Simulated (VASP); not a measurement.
A run of VASP 6.6.1 is set up as follows.

File INCAR:

```
PREC = Accurate ; ENCUT = 520
EDIFF = 1E-6 ; ISMEAR = 0
SIGMA = 0.03 ; LREAL = F
LASPH = T ; NELM = 80
ALGO = Normal ; ISIF = 2
LWAVE = F ; LCHARG = F
GGA = CA ; NBANDS = 11
```

The input KPOINTS:

```
Automatic mesh
0
Gamma
  16 16 16
```

POSCAR

```
C
1.0
    0.0000000000      2.0849009873      3.4605416593
    1.2044428972      0.0000000000      3.4605416593
    1.2044428972      2.0849009873      0.0000000000
C
2
Direct
    0.1667065656      0.8332934344      0.1667065656
    0.8332934344      0.1667065656      0.8332934344
```

Potentials or basis: VASP PAW LDA potentials, release 64 (C).

Command:

```bash
$ cat potpaw_LDA.64/C/POTCAR > POTCAR
$ mpirun -np 1 vasp_std > vasp.out
```

Task: What does it give for the pressure?

Result: 14.1 GPa.

Task: What does it give for the largest force?

Result: 0.019 eV/Å.

Forces in eV/Å, atoms in the order of the input:
```
C    0.000 -0.019  0.000
C    0.000  0.019  0.000
```

Caveat: the cell differs from its parent crystal (strain -0.015 along x and y, +0.030 along z); the cell stands under pressure.
